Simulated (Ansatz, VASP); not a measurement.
## One calculation of H12CO5, two programs

```
O H C
1.0
     6.24111    0.00000    0.00000
     0.00000    6.24111    0.00000
     0.00000    0.00000    6.24111
O H C
5 12 1
Direct
  0.43977 0.78338 0.41880
  0.78793 0.63154 0.20113
  0.19916 0.38599 0.65531
  0.61734 0.73885 0.81480
  0.93269 0.05678 0.89754
  0.56266 0.73337 0.32950
  0.42848 0.93639 0.39299
  0.88987 0.74922 0.19161
  0.73149 0.62265 0.05271
  0.16543 0.48559 0.54013
  0.30725 0.46292 0.73765
  0.55812 0.74756 0.66709
  0.69378 0.87653 0.83203
  0.07682 0.76256 0.87705
  0.96140 0.20119 0.84336
  0.11899 0.92814 0.64826
  0.26062 0.98271 0.89253
  0.10757 0.92746 0.82433
```

Alike in both runs: functional PBE; dispersion D3(BJ); k mesh 1 × 1 × 1; occupations fermi-dirac, width 0.05 eV; no spin polarisation.

Ansatz relaxed the structure, and its values are those at the end. VASP's run is a single point on that final structure, the one shown.

|  | VASP | Ansatz |
| --- | --- | --- |
| version | VASP 6.6.1 | Ansatz 0.2.0 |
| potentials or method | VASP PAW PBE potentials, release 64 (O, H, C), cutoff 520 eV | scalar-relativistic, plane waves, PAW |
| valence electrons in the cell | 46 | 46 |

|  | VASP | Ansatz | Ansatz less VASP |
| --- | --- | --- | --- |
| gap on the k mesh at the Fermi level (eV) | 4.46 | 4.46 | +0.007 |
| rms of the force components (eV/Å) | 0.071 | 0.074 | +0.0034 |

Ansatz's warnings: xc potential rough in thin density.
